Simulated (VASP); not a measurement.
Mg: single point with revPBE

Crystal: Mg.

```
CELL_PARAMETERS angstrom
-1.73033 1.73033 1.73033
1.73033 -1.73033 1.73033
1.73033 1.73033 -1.73033
ATOMIC_POSITIONS crystal
Mg 0.00000 0.00000 0.00000
```

This cell differs from its parent crystal: volume scaled by 0.88.

| Property | Result |
| --- | --- |
| Program | VASP 6.6.1 |
| Task | single point |
| Functional | revPBE |
| Potentials or basis | VASP PAW PBE potentials, release 64 (Mg) |
| Cutoff | 520 eV |
| k mesh | 14 × 14 × 14 |
| Occupations | fermi-dirac, width 0.1 eV |
| Spin | no spin polarisation |

```yaml
Pressure: 5.4 GPa
Band_gap_on_the_k_mesh: zero (band 1 reaches 7.29 eV, above the bottom of band 2 at 2.43 eV)
```

Levels at points of the mesh, in eV from the Fermi level:
```
           k point  band 1  band 2  band 3  band 4  band 5
(0.00, 0.00, 0.00)   -7.45   13.71   13.71   13.71   15.80
(0.50, 0.00, 0.00)   -1.71   -0.93    8.95   10.17   10.84
(0.50, 0.50, 0.50)    3.94    3.94    4.13    4.13    4.13
```

Run time: 15 s on 1 thread of AMD EPYC 7R43 64-Core Processor (Zen 3), on a shared host, peak memory 0.1 GiB.

Caveat: the PAW data sets were made with another functional, which shifts forces and pressure a little.
